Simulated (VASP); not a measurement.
# Ba (Cmmm) in VASP: single point with PBE+D3(BJ)

Aim: the single point of Ba with PBE+D3(BJ).

All numbers are computed with VASP 6.6.1; they aren't measurements. Logs are shortened: lines on timing, memory, paths and dates and some standing lists are left out, and cuts for length are marked.

## Step 1: The cell of the first run

It takes space group Cmmm (No. 65, orthorhombic). The conventional cell has a = 4.027 Å, b = 7.300 Å, c = 5.700 Å, α = 90.00°, β = 90.00°, γ = 90.00°. Within 5.3 Å of Ba (site symmetry mmm) lie 6 Ba at 4.03 to 4.17 Å.

## Step 2: Single point, PBE+D3(BJ) (strain +0.0300 x Voigt [1, 0, 0, 0, 0, 0])

The input, INCAR:

```
PREC = Accurate
ENCUT = 520
EDIFF = 1E-6
ISMEAR = 0
SIGMA = 0.15
LREAL = F
LASPH = T
NELM = 100
ALGO = Normal
ISIF = 2
LWAVE = F
LCHARG = T
GGA = PE
IVDW = 12
LELF = T
LVHAR = T
NBANDS = 11
```

The input, KPOINTS:

```
regular mesh
0
Gamma
  14 14 8
```

The input, POSCAR:

```
Ba
1.0
    2.0136500000     -3.6500000000      0.0000000000
    2.0136500000      3.6500000000      0.0000000000
    0.0000000000      0.0000000000      5.7000000000
Ba
1
Direct
    0.0000000000      0.0000000000      0.0000000000
```

Potentials or basis: VASP PAW PBE potentials, release 64 (Ba_sv).

Started as:

```console
> cat potpaw_PBE.64/Ba_sv/POTCAR > POTCAR
> mpirun -np 1 vasp_std > vasp.out
```

OUTCAR:

```text
PREC = Accurate
   ENCUT = 520
   EDIFF = 1E-6
   ISMEAR = 0
   LREAL = F
   LASPH = T
   NELM = 100
   ISIF = 2
   GGA = PE
   IVDW = 12
 IVDW          = 12

 ion  position               nearest neighbor table
   1  0.000  0.000  0.000-

  LATTYP: Found a base centered orthorhombic cell.
 ALAT       =     4.0273000000
 B/A-ratio  =     1.8126288084
 C/A-ratio  =     1.4153403024

  Lattice vectors:

 A1 = (   2.0136500000,  -3.6500000000,   0.0000000000)
 A2 = (   2.0136500000,   3.6500000000,   0.0000000000)
 A3 = (   0.0000000000,   0.0000000000,   5.7000000000)

Analysis of symmetry for initial positions (statically):
=====================================================================
 Subroutine PRICEL returns:
 Original cell was already a primitive cell.

 Routine SETGRP: Setting up the symmetry group for a
 base centered orthorhombic supercell.

 Subroutine GETGRP returns: Found  8 space group operations
 (whereof  8 operations were pure point group operations)
 out of a pool of  8 trial point group operations.

The static configuration has the point symmetry D_2h.

Analysis of symmetry for dynamics (positions and initial velocities):
=====================================================================
 Subroutine PRICEL returns:
 Original cell was already a primitive cell.

 Routine SETGRP: Setting up the symmetry group for a
 base centered orthorhombic supercell.

 Subroutine GETGRP returns: Found  8 space group operations
 (whereof  8 operations were pure point group operations)
 out of a pool of  8 trial point group operations.

The dynamic configuration has the point symmetry D_2h.

 Subroutine INISYM returns: Found  8 space group operations
 (whereof  8 operations are pure point group operations),
 and found     1 'primitive' translations

----------------------------------------------------------------------------------------

                                     Primitive cell

  volume of cell :      83.7880

  direct lattice vectors                    reciprocal lattice vectors
     2.013650000 -3.650000000  0.000000000     0.248305316 -0.136986301  0.000000000
     2.013650000  3.650000000  0.000000000     0.248305316  0.136986301  0.000000000
     0.000000000  0.000000000  5.700000000     0.000000000  0.000000000  0.175438596

  length of vectors
     4.168607240  4.168607240  5.700000000     0.283585572  0.283585572  0.175438596

  position of ions in fractional coordinates (direct lattice)
     0.000000000  0.000000000  0.000000000

  ion indices of the primitive-cell ions
   primitive index   ion index
                 1           1

----------------------------------------------------------------------------------------

 KPOINTS: regular mesh

Automatic generation of k-mesh.
 Grid dimensions read from file:
 generate k-points for:   14   14    8

 Generating k-lattice:

  Cartesian coordinates                     Fractional coordinates (reciprocal lattice)
     0.017736094 -0.009784736  0.000000000     0.071428571  0.000000000  0.000000000
     0.017736094  0.009784736  0.000000000     0.000000000  0.071428571  0.000000000
     0.000000000  0.000000000  0.021929825     0.000000000  0.000000000  0.125000000

  Length of vectors
     0.020256112  0.020256112  0.021929825

  Shift w.r.t. Gamma in fractional coordinates (k-lattice)
     0.000000000  0.000000000  0.000000000

 Subroutine IBZKPT returns following result:
 ===========================================

 Found    285 irreducible k-points:

 Following reciprocal coordinates:
            Coordinates               Weight
  0.000000  0.000000  0.000000      1.000000
  0.071429  0.000000  0.000000      4.000000
  0.142857  0.000000  0.000000      4.000000
  0.214286  0.000000  0.000000      4.000000
  0.285714  0.000000  0.000000      4.000000
  0.357143  0.000000  0.000000      4.000000
[... 16 lines left out ...]
  0.214286  0.142857  0.000000      4.000000
  0.285714  0.142857  0.000000      4.000000
 [... further k-points ...]
   k-points           NKPTS =    285   k-points in BZ     NKDIM =    285   number of bands    NBANDS=     11
   number of dos      NEDOS =    301   number of ions     NIONS =      1
   total plane-waves  NPLWV =  43008
   dimension x,y,z NGX =    32 NGY =   32 NGZ =   42
   dimension x,y,z NGXF=    64 NGYF=   64 NGZF=   84
   ions per type =               1
   NGX,Y,Z   is equivalent  to a cutoff of  12.76, 12.76, 12.25 a.u.
   NGXF,Y,Z  is equivalent  to a cutoff of  25.52, 25.52, 24.50 a.u.
 SYSTEM =  unknown system
   PREC   = accura    normal or accurate (medium, high low for compatibility)
   ISTART =      0    job   : 0-new  1-cont  2-samecut
   ICHARG =      2    charge: 1-file 2-atom 10-const
   ISPIN  =      1    spin polarized calculation?
   LNONCOLLINEAR =      F non collinear calculations
   LSORBIT =      F    spin-orbit coupling
   LASPH  =      T    aspherical Exc in radial PAW
   ENCUT  =  520.0 eV  38.22 Ry    6.18 a.u.   7.75  7.75 10.60*2*pi/ulx,y,z
   NELM   =    100;   NELMIN=  2; NELMDL= -5     # of ELM steps
   EDIFF  = 0.1E-05   stopping-criterion for ELM
   LREAL  =      F    real-space projection
   EDIFFG = 0.1E-04   stopping-criterion for IOM
   NSW    =      0    number of steps for IOM
   IBRION =     -1    ionic relax: 0-MD 1-quasi-New 2-CG
   NFREE  =      0    steps in history (QN), initial steepest desc. (CG)
   ISIF   =      2    stress and relaxation
   ISYM   =      2    0-nonsym 1-usesym 2-fastsym
   POTIM  = 0.5000    time-step for ionic-motion
   TEBEG  =    0.0;   TEEND  =   0.0 temperature during run
   PSTRESS=    0.0 pullay stress
   NELECT =      10.0000    total number of electrons
   NUPDOWN=      -1.0000    fix difference up-down
   EMIN   =  10.00;   EMAX   =-10.00  energy-range for DOS
   EFERMI =   0.00;   METHOD = LEGACY
   ISMEAR =     0;   SIGMA  =   0.15  broadening in eV -4-tet -1-fermi 0-gaus
   EFERMI_NEDOS =   21; number of points for ismear=-14 and -15
   IALGO  =     38    algorithm
   IMIX   =      4    mixing-type and parameters
     AMIX     =   0.40;   BMIX     =  1.00
     AMIX_MAG =   1.60;   BMIX_MAG =  1.00
  volume/ion in A,a.u.               =      83.79       565.43
  Fermi-wavevector in a.u.,A,eV,Ry     =   0.806023  1.523163  8.839345  0.649674
  Thomas-Fermi vector in A             =   1.914378
   LORBIT       =      0    0 simple, 1 ext, 2 COOP (PROOUT), +10 PAW based schemes
   GGA     = PE    functional components
   LHFCALC =     F    Hartree Fock is set to
   AEXX    =    0.0000 exact exchange contribution
   IVDW    =    12    specifies the selected vdW correction
   LEPSILON=     F    determine dielectric tensor
   LRPA    =     F    only Hartree local field effects (RPA)
 non-spin polarized calculation
 Gauss-broadening in eV      SIGMA  =   0.15
  energy-cutoff  :      520.00
  volume of cell :       83.79
 maximum number of plane-waves:      2282
   NGX = 15   NGY = 15   NGZ = 21

 number of electron      10.0000000 magnetization

 Free energy of the ion-electron system (eV)
  ---------------------------------------------------
  ext. energy  EPLUGINS =         0.00000000
  ---------------------------------------------------
  free energy    TOTEN  =        -1.36681107 eV

  energy without entropy =       -1.33567430  energy(sigma->0) =       -1.35124268

 E-fermi :   0.6746     XC(G=0):  -6.3746

 val. band max:        0.6741750252   @ k =   0.0714   0.0000   0.2500
 cond. band min:       0.6751050640   @ k =  -0.2143   0.2143   0.3750
 fundamental gap:      0.0009300388
 Fermi energy:         0.6746208323

 k-point     1 :       0.0000    0.0000    0.0000
  band No.  band energies     occupation
      1     -28.5090      2.00000
      2     -13.7550      2.00000
      3     -13.3147      2.00000
      4     -13.2731      2.00000
      5      -1.6866      2.00000
      6       0.6763      0.98724
      7       2.2880      0.00000
      8       2.8475      0.00000
      9       3.7537      0.00000
     10       4.5904      0.00000
     11       4.7562      0.00000

 k-point     2 :       0.0714    0.0000    0.0000
  band No.  band energies     occupation
      1     -28.5051      2.00000
      2     -13.7494      2.00000
      3     -13.3337      2.00000
      4     -13.3036      2.00000
      5      -1.5821      2.00000
      6       0.7495      0.48034
      7       2.3175      0.00000
      8       2.7524      0.00000
      9       3.4110      0.00000
     10       4.5774      0.00000
     11       5.0886      0.00000

 k-point     3 :       0.1429    0.0000    0.0000
  band No.  band energies     occupation
      1     -28.4944      2.00000
      2     -13.7337      2.00000
      3     -13.4345      2.00000
      4     -13.3394      2.00000
      5      -1.2893      2.00000
      6       0.9542      0.00838
      7       2.1352      0.00000
      8       2.8653      0.00000
      9       2.8779      0.00000
     10       4.4558      0.00000
     11       5.6849      0.00000

 k-point     4 :       0.2143    0.0000    0.0000
  band No.  band energies     occupation
      1     -28.4788      2.00000
      2     -13.7108      2.00000
      3     -13.5892      2.00000
      4     -13.3759      2.00000
      5      -0.8684      2.00000
      6       1.1758      0.00000
      7       1.9113      0.00000
      8       2.3556      0.00000
      9       3.3533      0.00000
     10       4.2886      0.00000
     11       6.2227      0.00000
[... 239 lines left out ...]
 k-point    22 :       0.1429    0.1429    0.0000
  band No.  band energies     occupation
      1     -28.4687      2.00000
      2     -13.6965      2.00000
      3     -13.6791      2.00000
      4     -13.3992      2.00000
      5      -0.5978      2.00000
      6       1.4551      0.00000
      7       1.5623      0.00000
      8       2.1503      0.00000
      9       3.7064      0.00000
     10       4.0956      0.00000
     11       6.6191      0.00000

 k-point    23 :       0.2143    0.1429    0.0000
  band No.  band energies     occupation
      1     -28.4530      2.00000
      2     -13.8131      2.00000
      3     -13.6732      2.00000
      4     -13.4480      2.00000
      5      -0.1151      2.00000
      6       1.2502      0.00000
      7       1.8437      0.00000
      8       1.8675      0.00000
      9       3.8029      0.00000
     10       4.3828      0.00000
     11       6.5013      0.00000

 k-point    24 :       0.2857    0.1429    0.0000
  band No.  band energies     occupation
      1     -28.4393      2.00000
      2     -13.9190      2.00000
      3     -13.6530      2.00000
      4     -13.4983      2.00000
      5       0.2654      1.99989
      6       1.2076      0.00000
      7       1.6272      0.00000
      8       2.2657      0.00000
      9       3.5275      0.00000
     10       4.7656      0.00000
     11       6.5026      0.00000

 [... further k-points ...]

------------------------ aborting loop because EDIFF is reached ----------------------------------------

 Edisp (eV)   -0.14379

 E8    (eV) :    -0.0821

  FORCE on cell =-STRESS in cart. coord.  units (eV):
  Direction    XX          YY          ZZ          XY          YZ          ZX
  --------------------------------------------------------------------------------------
  -------------------------------------------------------------------------------------
  Total       0.85474     0.41113    -1.24544    -0.00000     0.00000     0.00000
  in kB      16.34417     7.86157   -23.81501    -0.00000     0.00000     0.00000
  external pressure =        0.13 kB  Pullay stress =        0.00 kB

 VOLUME and BASIS-vectors are now :
 -----------------------------------------------------------------------------
  energy-cutoff  :      520.00
  volume of cell :       83.79
      direct lattice vectors                 reciprocal lattice vectors
     2.013650000 -3.650000000  0.000000000     0.248305316 -0.136986301  0.000000000
     2.013650000  3.650000000  0.000000000     0.248305316  0.136986301  0.000000000
     0.000000000  0.000000000  5.700000000     0.000000000  0.000000000  0.175438596

 POSITION                                       TOTAL-FORCE (eV/Angst)
 -----------------------------------------------------------------------------------
      0.00000      0.00000      0.00000         0.000000      0.000000      0.000000
 -----------------------------------------------------------------------------------
    total drift:                                0.000000      0.000000     -0.000000

  FREE ENERGIE OF THE ION-ELECTRON SYSTEM (eV)
  ---------------------------------------------------
  free  energy   TOTEN  =        -1.5105983847 eV

  energy  without entropy=       -1.4794616142  energy(sigma->0) =       -1.49503000
```

It took 3.3 min on 1 thread of AMD EPYC 7R43 (Zen 3), shared host; peak memory 0.37 GiB.

Results:

* Free energy: -1.5106 eV
* Pressure: 0.0 GPa
* Band gap on the k mesh: zero (band 5 reaches 1.41 eV, above the bottom of band 6 at 0.48 eV)
* Dispersion energy per atom: -0.144 eV

Stress tensor (GPa, compression positive):
```
 1.63  0.00  0.00
 0.00  0.79  0.00
 0.00  0.00 -2.38
```

Levels at points of the mesh, in eV from the Fermi level:
| k point | band 1 | band 2 | band 3 | band 4 | band 5 | band 6 | band 7 | band 8 | band 9 | band 10 |
| --- | --- | --- | --- | --- | --- | --- | --- | --- | --- | --- |
| (0.00, 0.00, 0.00) | -29.18 | -14.43 | -13.99 | -13.95 | -2.36 | 0.00 | 1.61 | 2.17 | 3.08 | 3.92 |
| (0.50, 0.00, 0.00) | -29.11 | -14.70 | -14.31 | -14.16 | -0.73 | 0.68 | 1.33 | 1.56 | 3.18 | 5.33 |
| (0.50, 0.50, 0.00) | -29.12 | -14.65 | -14.33 | -14.08 | -0.72 | 0.68 | 1.17 | 1.35 | 3.46 | 5.30 |
| (0.00, 0.00, 0.50) | -29.18 | -14.45 | -13.99 | -13.95 | -1.77 | -0.19 | 1.65 | 2.17 | 2.21 | 3.72 |
| (0.50, 0.00, 0.50) | -29.10 | -14.70 | -14.33 | -14.15 | -0.57 | -0.15 | 2.78 | 2.79 | 2.86 | 3.18 |
| (0.50, 0.50, 0.50) | -29.12 | -14.65 | -14.35 | -14.08 | -0.55 | -0.19 | 2.52 | 2.59 | 3.07 | 3.17 |

Caveat: the cell differs from its parent crystal (strain +0.0300 x Voigt [1, 0, 0, 0, 0, 0]); spin-orbit coupling is left out, which moves the levels of the heavy elements; pairwise dispersion overbinds metals, which lowers pressure and volume.
